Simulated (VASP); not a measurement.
**GaP: single point with r2SCAN**

The system is GaP.

```
Ga P
1.0
     0.00000    2.72540    2.69815
     2.72540    0.00000    2.69815
     2.72540    2.72540    0.00000
Ga P
1 1
Direct
  0.00000 0.00000 0.00000
  0.25000 0.25000 0.25000
```

This cell differs from its parent crystal: uniaxial z strain -1.0%.

* Program: VASP 6.6.1
* Task: single point
* Functional: r2SCAN
* Potentials or basis: VASP PAW PBE potentials, release 64 (Ga_d, P)
* Cutoff: 520 eV
* k mesh: 8 × 8 × 8
* Occupations: gaussian, width 0.01 eV
* Spin: non-collinear spin, zero start, spin-orbit coupling
* Starting moments: [[0.0, 0.0, 0.0], [0.0, 0.0, 0.0]] μB
* Dipole correction: no
* Further INCAR settings: ALGO = Normal; EDIFF = 1e-06; NBANDS = 30

The pressure is 0.8 GPa. The net moment is 0.00 μB per cell and the valence electrons inside the program's atomic spheres are Ga 11.71; P 2.56.

Stress tensor (GPa, compression positive):
```
0.53 0.00 0.00
0.00 0.53 0.00
0.00 0.00 1.32
```

Moments on the atoms (μB; x, y, z):
```
Ga  0.00 0.00 0.00
P   0.00 0.00 0.00
```

Wall time 10 min on 1 thread of Intel(R) Xeon(R) 6975P-C (Granite Rapids) (shared host), peak memory 0.42 GiB.

Caveat: the cell differs from its parent crystal (uniaxial z strain -1.0%); the PAW data sets were made with another functional, which shifts forces and pressure a little.
